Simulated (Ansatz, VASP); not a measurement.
One calculation of CaO, two programs

```
Ca O
1.0
     0.00000    2.35449    2.35449
     2.35449    0.00000    2.35449
     2.35449    2.35449    0.00000
Ca O
1 1
Direct
  0.00000 0.00000 0.00000
  0.50000 0.50000 0.50000
```

Change from the starting cell: volume scaled by 0.94.

Alike in both runs: task single point; functional PBE; k mesh 10 × 10 × 10; occupations fermi-dirac, width 0.05 eV; no spin polarisation.

```csv
,VASP,Ansatz
version,VASP 6.6.1,Ansatz 0.2.0
potentials or method,"VASP PAW PBE potentials, release 64 (Ca_sv, O), cutoff 520 eV","all-electron LAPW, scalar-relativistic"
```

VASP gave:

```
gap on the k mesh at the Fermi level (eV) : 3.61
least direct gap on the mesh (eV)         : 3.97
pressure (GPa)                            : 10.3
```

Estimate Ansatz's values.

gap on the k mesh at the Fermi level (eV): 3.63; least direct gap on the mesh (eV): 3.98; pressure (GPa): 9.5.

Ansatz ran all-electron here, and VASP with PAW potentials.
